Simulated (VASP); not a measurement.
NaCl: relaxation of cell and atoms with PBE

Crystal: NaCl.

```xyz
2
Lattice="0.0000 3.1257 3.1257 3.1257 0.0000 3.1257 3.1257 3.1257 0.0000" Properties=species:S:1:pos:R:3 pbc="T T T"
Na    4.6886    4.6886    4.6886
Cl    3.1257    3.1257    3.1257
```

```yaml
Program: VASP 6.6.1
Task: relaxation of cell and atoms
Functional: PBE
Potentials_or_basis: VASP PAW PBE potentials, release 64 (Na_pv, Cl)
Cutoff: 600 eV
k_mesh: 6 × 6 × 6
Occupations: gaussian, width 0.02 eV
Spin: no spin polarisation
Dipole_correction: no
Further_INCAR_settings: ALGO = Normal; EDIFF = 1e-06; IBRION = 2; EDIFFG = -0.01; NSW = 100; ISIF = 3
```

The pressure after relaxing is 0.0 GPa and the band gap on the k mesh is 4.85 eV, direct.

Final structure:
```xyz
2
Lattice="0.0000 3.1257 3.1257 3.1257 0.0000 3.1257 3.1257 3.1257 0.0000" Properties=species:S:1:pos:R:3 pbc="T T T"
Na    4.6886    4.6886    4.6886
Cl    3.1257    3.1257    3.1257
```

Levels at points of the mesh, in eV from the valence-band top:
| k point | band 3 | band 4 | band 5 | band 6 | band 7 | band 8 | band 9 | band 10 | band 11 |
| --- | --- | --- | --- | --- | --- | --- | --- | --- | --- |
| (0.00, 0.00, 0.00) | -20.69 | -12.08 | 0.00 | 0.00 | 0.00 | 4.85 | 11.11 | 11.11 | 11.11 |
| (0.50, 0.00, 0.00) | -20.70 | -11.95 | -1.00 | -0.09 | -0.09 | 7.46 | 8.75 | 10.57 | 10.57 |
| (0.50, 0.50, 0.00) | -20.70 | -11.91 | -0.91 | -0.29 | -0.29 | 7.01 | 9.00 | 10.34 | 12.91 |

Run time: 12 s on 1 thread of Intel(R) Xeon(R) Platinum 8488C (Sapphire Rapids) (shared host), peak memory 0.19 GiB.

Caveat: the relaxation stopped at its first step, so nothing moved. As with any semilocal functional, this PBE gap is likely too small.
